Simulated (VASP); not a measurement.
# Ti (Im-3m) in VASP: settings compared

Aim: see how the results for Ti move with the level of theory and the settings. Levels: LDA, PBEsol. Tasks: single point, relaxation of cell and atoms.

Program: VASP 6.6.1. These are calculated values, not measurements. Logs are shortened: lines on timing, memory, paths and dates and some standing lists are left out, and cuts for length are marked.

### 1 The cell of the first run

Symmetry: Im-3m, No. 229, cubic system. The conventional cell has a = 3.304 Å, b = 3.304 Å, c = 3.304 Å, α = 90.00°, β = 90.00°, γ = 90.00°. Within 3.8 Å of Ti (site symmetry m-3m) lie 14 Ti at 2.86 to 3.30 Å.

### 2 Single point, LDA (volume scaled by 1.02)

Contents of INCAR:

```
SYSTEM = Ti
PREC = Accurate
ENCUT = 520
EDIFF = 1E-6
ISMEAR = -1
SIGMA = 0.05
LREAL = .False.
LASPH = .True.
NELM = 60
ALGO = Normal
ISIF = 2
LWAVE = .False.
LCHARG = .False.
NBANDS = 12
```

Contents of KPOINTS:

```
regular mesh
0
Gamma
  11 11 11
  0 0 0
```

Contents of POSCAR:

```
Ti
1.0
   -1.6518678664      1.6518678664      1.6518678664
    1.6518678664     -1.6518678664      1.6518678664
    1.6518678664      1.6518678664     -1.6518678664
Ti
1
Direct
    0.0000000000      0.0000000000      0.0000000000
```

Potentials or basis: VASP PAW LDA potentials, release 64 (Ti_sv).

On the command line:

```console
> cat potpaw_LDA.64/Ti_sv/POTCAR > POTCAR
> mpirun -np 1 vasp_std > vasp.out
```

OUTCAR:

```text
SYSTEM = Ti
   PREC = Accurate
   ENCUT = 520
   EDIFF = 1E-6
   ISMEAR = -1
   LREAL = .False.
   LASPH = .True.
   NELM = 60
   ISIF = 2

 ion  position               nearest neighbor table
   1  0.000  0.000  0.000-

  LATTYP: Found a body centered cubic cell.
 ALAT       =     3.3037357328

  Lattice vectors:

 A1 = (  -1.6518678664,   1.6518678664,   1.6518678664)
 A2 = (   1.6518678664,  -1.6518678664,   1.6518678664)
 A3 = (   1.6518678664,   1.6518678664,  -1.6518678664)

Analysis of symmetry for initial positions (statically):
=====================================================================
 Subroutine PRICEL returns:
 Original cell was already a primitive cell.

 Routine SETGRP: Setting up the symmetry group for a
 body centered cubic supercell.

 Subroutine GETGRP returns: Found 48 space group operations
[... 9 lines left out ...]

 Routine SETGRP: Setting up the symmetry group for a
 body centered cubic supercell.

 Subroutine GETGRP returns: Found 48 space group operations
[... 11 lines left out ...]
                                     Primitive cell

  volume of cell :      18.0296

  direct lattice vectors                    reciprocal lattice vectors
    -1.651867866  1.651867866  1.651867866     0.000000000  0.302687648  0.302687648
     1.651867866 -1.651867866  1.651867866     0.302687648  0.000000000  0.302687648
     1.651867866  1.651867866 -1.651867866     0.302687648  0.302687648  0.000000000

  length of vectors
     2.861119072  2.861119072  2.861119072     0.428064978  0.428064978  0.428064978

  position of ions in fractional coordinates (direct lattice)
     0.000000000  0.000000000  0.000000000

  ion indices of the primitive-cell ions
   primitive index   ion index
                 1           1

----------------------------------------------------------------------------------------

 KPOINTS: regular mesh

Automatic generation of k-mesh.
 Grid dimensions read from file:
 generate k-points for:   11   11   11

 Generating k-lattice:

  Cartesian coordinates                     Fractional coordinates (reciprocal lattice)
     0.000000000  0.027517059  0.027517059     0.090909091  0.000000000  0.000000000
     0.027517059  0.000000000  0.027517059     0.000000000  0.090909091  0.000000000
     0.027517059  0.027517059  0.000000000     0.000000000  0.000000000  0.090909091

  Length of vectors
     0.038914998  0.038914998  0.038914998

  Shift w.r.t. Gamma in fractional coordinates (k-lattice)
     0.000000000  0.000000000  0.000000000

 Subroutine IBZKPT returns following result:
 ===========================================

 Found     56 irreducible k-points:

 Following reciprocal coordinates:
            Coordinates               Weight
  0.000000  0.000000  0.000000      1.000000
  0.090909  0.000000  0.000000     12.000000
  0.181818  0.000000  0.000000     12.000000
  0.272727  0.000000  0.000000     12.000000
  0.363636  0.000000  0.000000     12.000000
  0.454545  0.000000  0.000000     12.000000
[... 16 lines left out ...]
  0.272727  0.181818  0.090909     48.000000
  0.363636  0.181818  0.090909     24.000000
 [... further k-points ...]
   k-points           NKPTS =     56   k-points in BZ     NKDIM =     56   number of bands    NBANDS=     12
   number of dos      NEDOS =    301   number of ions     NIONS =      1
   total plane-waves  NPLWV =  13824
   dimension x,y,z NGX =    24 NGY =   24 NGZ =   24
   dimension x,y,z NGXF=    48 NGYF=   48 NGZF=   48
   ions per type =               1
   NGX,Y,Z   is equivalent  to a cutoff of  13.95, 13.95, 13.95 a.u.
   NGXF,Y,Z  is equivalent  to a cutoff of  27.89, 27.89, 27.89 a.u.
 SYSTEM =  Ti
   PREC   = accura    normal or accurate (medium, high low for compatibility)
   ISTART =      0    job   : 0-new  1-cont  2-samecut
   ICHARG =      2    charge: 1-file 2-atom 10-const
   ISPIN  =      1    spin polarized calculation?
   LNONCOLLINEAR =      F non collinear calculations
   LSORBIT =      F    spin-orbit coupling
   LASPH  =      T    aspherical Exc in radial PAW
   ENCUT  =  520.0 eV  38.22 Ry    6.18 a.u.   5.32  5.32  5.32*2*pi/ulx,y,z
   NELM   =     60;   NELMIN=  2; NELMDL= -5     # of ELM steps
   EDIFF  = 0.1E-05   stopping-criterion for ELM
   LREAL  =      F    real-space projection
   EDIFFG = 0.1E-04   stopping-criterion for IOM
   NSW    =      0    number of steps for IOM
   IBRION =     -1    ionic relax: 0-MD 1-quasi-New 2-CG
   NFREE  =      0    steps in history (QN), initial steepest desc. (CG)
   ISIF   =      2    stress and relaxation
   ISYM   =      2    0-nonsym 1-usesym 2-fastsym
   POTIM  = 0.5000    time-step for ionic-motion
   TEBEG  =    0.0;   TEEND  =   0.0 temperature during run
   PSTRESS=    0.0 pullay stress
   NELECT =      12.0000    total number of electrons
   NUPDOWN=      -1.0000    fix difference up-down
   EMIN   =  10.00;   EMAX   =-10.00  energy-range for DOS
   EFERMI =   0.00;   METHOD = LEGACY
   ISMEAR =    -1;   SIGMA  =   0.05  broadening in eV -4-tet -1-fermi 0-gaus
   EFERMI_NEDOS =   21; number of points for ismear=-14 and -15
   IALGO  =     38    algorithm
   IMIX   =      4    mixing-type and parameters
     AMIX     =   0.40;   BMIX     =  1.00
     AMIX_MAG =   1.60;   BMIX_MAG =  1.00
  volume/ion in A,a.u.               =      18.03       121.67
  Fermi-wavevector in a.u.,A,eV,Ry     =   1.429354  2.701088 27.797440  2.043054
  Thomas-Fermi vector in A             =   2.549317
   LORBIT       =      0    0 simple, 1 ext, 2 COOP (PROOUT), +10 PAW based schemes
   GGA     = CA    functional components
   LHFCALC =     F    Hartree Fock is set to
   AEXX    =    0.0000 exact exchange contribution
   IVDW    =     0    specifies the selected vdW correction
   LEPSILON=     F    determine dielectric tensor
   LRPA    =     F    only Hartree local field effects (RPA)
 non-spin polarized calculation
  energy-cutoff  :      520.00
  volume of cell :       18.03
 maximum number of plane-waves:       494
 NGX is ok and might be reduce to    24
   NGX = 11   NGY = 11   NGZ = 11

 number of electron      12.0000003 magnetization

 Free energy of the ion-electron system (eV)
  ---------------------------------------------------
  ext. energy  EPLUGINS =         0.00000000
  ---------------------------------------------------
  free energy    TOTEN  =        -8.37658130 eV

  energy without entropy =       -8.35421084  energy(sigma->0) =       -8.36539607

 E-fermi :   7.4560     XC(G=0): -11.6017

 val. band max:        7.4421152353   @ k =   0.1818   0.0909   0.0909
 cond. band min:       7.4795341448   @ k =   0.2727   0.1818   0.0000
 fundamental gap:      0.0374189095
 Fermi energy:         7.4560106626

 k-point     1 :       0.0000    0.0000    0.0000
  band No.  band energies     occupation
      1     -48.4310      2.00000
      2     -24.6997      2.00000
      3     -24.6997      2.00000
      4     -24.6997      2.00000
      5       1.6700      2.00000
      6       8.3832      0.00000
      7       8.3832      0.00000
      8       8.3832      0.00000
      9      10.0781      0.00000
     10      10.0781      0.00000
     11      24.6953      0.00000
     12      24.6953      0.00000

 k-point     2 :       0.0909    0.0000    0.0000
  band No.  band energies     occupation
      1     -48.4217      2.00000
      2     -24.7506      2.00000
      3     -24.7156      2.00000
      4     -24.7000      2.00000
      5       1.9419      2.00000
      6       8.2639      0.00000
      7       8.3461      0.00000
      8       8.5792      0.00000
      9       9.9484      0.00000
     10      10.0861      0.00000
     11      24.2115      0.00000
     12      24.6273      0.00000

 k-point     3 :       0.1818    0.0000    0.0000
  band No.  band energies     occupation
      1     -48.3964      2.00000
      2     -24.8851      2.00000
      3     -24.7577      2.00000
      4     -24.7008      2.00000
      5       2.7061      2.00000
      6       7.9592      0.00009
      7       8.1472      0.00000
      8       9.1365      0.00000
      9       9.7800      0.00000
     10      10.1204      0.00000
     11      22.6438      0.00000
     12      23.9575      0.00000

 k-point     4 :       0.2727    0.0000    0.0000
  band No.  band energies     occupation
      1     -48.3631      2.00000
      2     -25.0578      2.00000
      3     -24.8125      2.00000
      4     -24.7017      2.00000
      5       3.7755      2.00000
      6       7.5893      0.12997
      7       7.8308      0.00111
      8       9.8306      0.00000
      9       9.9548      0.00000
     10      10.1957      0.00000
     11      20.2601      0.00000
     12      22.6598      0.00000

 k-point     5 :       0.3636    0.0000    0.0000
  band No.  band energies     occupation
      1     -48.3323      2.00000
      2     -25.2132      2.00000
      3     -24.8623      2.00000
      4     -24.7027      2.00000
      5       4.7108      2.00000
      6       7.2739      1.94894
      7       7.8811      0.00041
      8       9.9852      0.00000
      9      10.2987      0.00000
     10      10.8342      0.00000
     11      17.8112      0.00000
     12      21.4672      0.00000
[... 228 lines left out ...]
      1     -48.4125      2.00000
      2     -24.7674      2.00000
      3     -24.7316      2.00000
      4     -24.7316      2.00000
      5       2.2073      2.00000
      6       8.3470      0.00000
      7       8.3470      0.00000
      8       8.5815      0.00000
      9       9.6333      0.00000
     10      10.2375      0.00000
     11      23.7233      0.00000
     12      25.0300      0.00000

 k-point    22 :       0.1818    0.1818    0.0909
  band No.  band energies     occupation
      1     -48.3300      2.00000
      2     -25.1736      2.00000
      3     -24.8523      2.00000
      4     -24.7788      2.00000
      5       5.2620      2.00000
      6       7.0703      1.99911
      7       7.1774      1.99243
      8      10.0792      0.00000
      9      10.3086      0.00000
     10      11.6971      0.00000
     11      19.2909      0.00000
     12      19.3994      0.00000

 k-point    23 :       0.2727    0.1818    0.0909
  band No.  band energies     occupation
      1     -48.3121      2.00000
      2     -25.2028      2.00000
      3     -24.9333      2.00000
      4     -24.7933      2.00000
      5       5.9588      2.00000
      6       6.9210      1.99995
      7       7.2505      1.96771
      8      10.1863      0.00000
      9      10.4000      0.00000
     10      12.8193      0.00000
     11      16.9643      0.00000
     12      18.5629      0.00000

 k-point    24 :       0.3636    0.1818    0.0909
  band No.  band energies     occupation
      1     -48.3054      2.00000
      2     -25.2042      2.00000
      3     -24.9743      2.00000
      4     -24.7973      2.00000
      5       6.0593      2.00000
      6       6.8854      1.99998
      7       7.5146      0.47311
      8      10.2424      0.00000
      9      10.4265      0.00000
     10      13.5672      0.00000
     11      15.6899      0.00000
     12      18.2561      0.00000

 [... further k-points ...]
[... 5 lines left out ...]
  --------------------------------------------------------------------------------------
  -------------------------------------------------------------------------------------
  Total       -1.4059847     -1.4059847     -1.4059847     -0.0000000      0.0000000     -0.0000000
  in kB     -124.9410817   -124.9410817   -124.9410817     -0.0000000      0.0000000     -0.0000000
  external PRESSURE =    -124.9410817 kB  Pullay stress =       0.0000000 kB

 VOLUME and BASIS-vectors are now :
 -----------------------------------------------------------------------------
  energy-cutoff  :      520.00
  volume of cell :       18.03
      direct lattice vectors                 reciprocal lattice vectors
    -1.651867866  1.651867866  1.651867866     0.000000000  0.302687648  0.302687648
     1.651867866 -1.651867866  1.651867866     0.302687648  0.000000000  0.302687648
     1.651867866  1.651867866 -1.651867866     0.302687648  0.302687648  0.000000000

 POSITION                                       TOTAL-FORCE (eV/Angst)
 -----------------------------------------------------------------------------------
      0.00000      0.00000      0.00000        -0.000000     -0.000000     -0.000000
 -----------------------------------------------------------------------------------
    total drift:                               -0.000000      0.000000      0.000000

  FREE ENERGIE OF THE ION-ELECTRON SYSTEM (eV)
  ---------------------------------------------------
  free  energy   TOTEN  =        -8.3765813010 eV

  energy  without entropy=       -8.3542108445  energy(sigma->0) =       -8.36539607
```

Wall time 9.7 s (1 thread of AMD EPYC 7R43 (Zen 3), shared host); peak memory 0.09 GiB.

Results:

```
Free energy            : -8.3766 eV
Pressure               : -12.5 GPa
Band gap on the k mesh : zero (band 6 reaches 8.40 eV, above the bottom of band 7 at 6.89 eV)
```

### 3 Single point, LDA (volume scaled by 1.04)

Contents of INCAR:

```
ALGO = Normal ; EDIFF = 1E-6
ENCUT = 520 ; ISIF = 2
ISMEAR = -1 ; LASPH = True
LCHARG = False ; LREAL = False
LWAVE = False ; NBANDS = 12
NELM = 60 ; PREC = Accurate
SIGMA = 0.05
```

Contents of KPOINTS:

```
k-points
0
Gamma
  11 11 11
```

Contents of POSCAR:

```
Ti
1.0
   -1.6625945817      1.6625945817      1.6625945817
    1.6625945817     -1.6625945817      1.6625945817
    1.6625945817      1.6625945817     -1.6625945817
Ti
1
Direct
    0.0000000000      0.0000000000      0.0000000000
```

Potentials or basis: VASP PAW LDA potentials, release 64 (Ti_sv).

On the command line:

```console
> cat potpaw_LDA.64/Ti_sv/POTCAR > POTCAR
> mpirun -np 1 vasp_std > vasp.out
```

Run time: 11 s. Hardware: 1 thread of AMD EPYC 7R43 (Zen 3), shared host; peak memory 0.1 GiB.

The run converged. Its results:

```
Free energy            : -8.3475 eV
Pressure               : -13.9 GPa
Band gap on the k mesh : zero (band 6 reaches 8.19 eV, above the bottom of band 7 at 6.71 eV)
```

Levels at points of the mesh, in eV from the Fermi level:
```tsv
k point	band 3	band 4	band 5	band 6	band 7	band 8	band 9	band 10
(0.00, 0.00, 0.00)	-32.22	-32.22	-5.74	0.91	0.91	0.91	2.56	2.56
```

(Part 1 of 2 ends here.)
